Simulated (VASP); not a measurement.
Set up this calculation in VASP 6.6.1, as the native input.

| Quantity | Value |
| --- | --- |
| Task | single point |
| Functional | PBE |
| Potentials or basis | VASP PAW PBE potentials, release 64 (Pb_d, S) |
| Cutoff | 500 eV |
| k mesh | 6 × 6 × 6 |
| Occupations | gaussian, width 0.01 eV |
| Spin | no spin polarisation |
| Dipole correction | no |
| Further INCAR settings | ALGO = Normal; EDIFF = 1e-06; NBANDS = 17 |

The structure of PbS (gwk.c) lies in POSCAR:

```
PbS
1.0
    0.0000000000      3.0045094940      3.0045094940
    3.0045094940      0.0000000000      3.0045094940
    3.0045094940      3.0045094940      0.0000000000
Pb S
1 1
Direct
    0.0000000000      0.0000000000      0.0000000000
    0.5000000000      0.5000000000      0.5000000000
```

The input as run:

INCAR

```
PREC = Accurate
ENCUT = 500
EDIFF = 1E-6
ISMEAR = 0
SIGMA = 0.01
LREAL = F
LASPH = T
NELM = 120
ALGO = Normal
ISIF = 2
LWAVE = F
LCHARG = T
GGA = PE
LELF = T
LVHAR = T
NBANDS = 17
GGA_COMPAT = F
```

KPOINTS

```
regular mesh
0
Gamma
  6 6 6
```

Potentials or basis: VASP PAW PBE potentials, release 64 (Pb_d, S).

The run is started by

```sh
$ cat potpaw_PBE.64/Pb_d/POTCAR potpaw_PBE.64/S/POTCAR > POTCAR
$ mpirun -np 1 vasp_std > vasp.out
```

It gave:

| Quantity | Value |
| --- | --- |
| Pressure | -0.1 GPa |
| Band gap on the k mesh | 0.50 eV, direct |

Caveat: spin-orbit coupling is left out, which moves the levels of the heavy elements.

Run time: 22 s on 1 thread of Intel Xeon 8259CL (shared host), peak memory 0.17 GiB.
